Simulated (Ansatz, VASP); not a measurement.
NiO in VASP and in Ansatz

File INCAR:

```
PREC = Accurate
ENCUT = 520
EDIFF = 1E-7
ISMEAR = 0
SIGMA = 0.05
LREAL = False
LASPH = True
NELM = 150
ALGO = Normal
ISIF = 2
LWAVE = False
LCHARG = True
ISPIN = 2
MAGMOM = 0.5 0
LORBIT = 11
LMAXMIX = 4
LDAU = True
LDAUTYPE = 2
LDAUL = 2 -1
LDAUU = 7.2 0
LDAUJ = 0 0
LDAUPRINT = 1
GGA = PS
LELF = True
LVHAR = True
NBANDS = 19
```

The input KPOINTS:

```
Automatic mesh
0
Gamma
  6 6 6
```

POSCAR

```
NiO
1.0
    0.0000000000      2.0913095126      2.0913095126
    2.0913095126      0.0000000000      2.0913095126
    2.0913095126      2.0913095126      0.0000000000
Ni O
1 1
Direct
    0.0000000000      0.0000000000      0.0000000000
    0.5000000000      0.5000000000      0.5000000000
```

Input for Ansatz:

```yaml
crystal:
  lattice:
    - [0.0, 2.0913095126, 2.0913095126]
    - [2.0913095126, 0.0, 2.0913095126]
    - [2.0913095126, 2.0913095126, 0.0]
  atoms:
    - { symbol: Ni, position: [0.0, 0.0, 0.0], spin: 0.5 }
    - { symbol: O, position: [0.5, 0.5, 0.5] }
basis:
  ecutwfc: 420
  ecutrho_ratio: 4
kpoints:
  mp_grid: { grid: [6, 6, 6] }
hamiltonian:
  xc: pbesol
  hubbard: { sites: [{ species: Ni, l: d, u_eff: 7.2 }] }
scf:
  occupations: { method: gaussian, width: 0.05 }
output:
  forces: true
  stress: true
  eigenvalues: true
  populations: true
  hubbard: { sites: [{ species: Ni, l: d }] }
magnetization:
  spin_polarized: true
```

Alike in both runs: task single point; functional PBEsol; k mesh 6 × 6 × 6; occupations gaussian, width 0.05 eV; collinear spin; Hubbard terms Ni d U = 7.2 eV.

|  | VASP | Ansatz |
| --- | --- | --- |
| version | VASP 6.6.1 | Ansatz 0.2.0 |
| potentials or method | VASP PAW PBE potentials, release 64 (Ni, O), cutoff 520 eV | scalar-relativistic, plane waves, PAW |
| valence electrons in the cell | 16 | 24 |

Ansatz gave:

| Item | Value |
| --- | --- |
| gap on the k mesh at the Fermi level (eV) | 2.23 |
| least direct gap on the mesh (eV) | 3.16 |
| pressure (GPa) | 3.6 |
| net moment per atom (μB) | 1.00 |
| size of the moment on the site where the two differ most (μB) | 1.73 |

Problem. Which values does VASP return?

Solution. gap on the k mesh at the Fermi level (eV): 2.79; least direct gap on the mesh (eV): 3.45; pressure (GPa): -9.5; net moment per atom (μB): 1.00; size of the moment on the site where the two differ most (μB): 1.85.

VASP's potentials were made for PBE, not for PBEsol. Site moments also hang on the region over which each program counts them. The programs project onto different local orbitals, so the same U acts differently, and such runs can settle in different states. VASP's potentials hold 16 valence electrons a cell and Ansatz's 24, so a difference there can come from the potentials and not from the codes.

The k mesh is coarse, so the values compare programs but aren't converged.
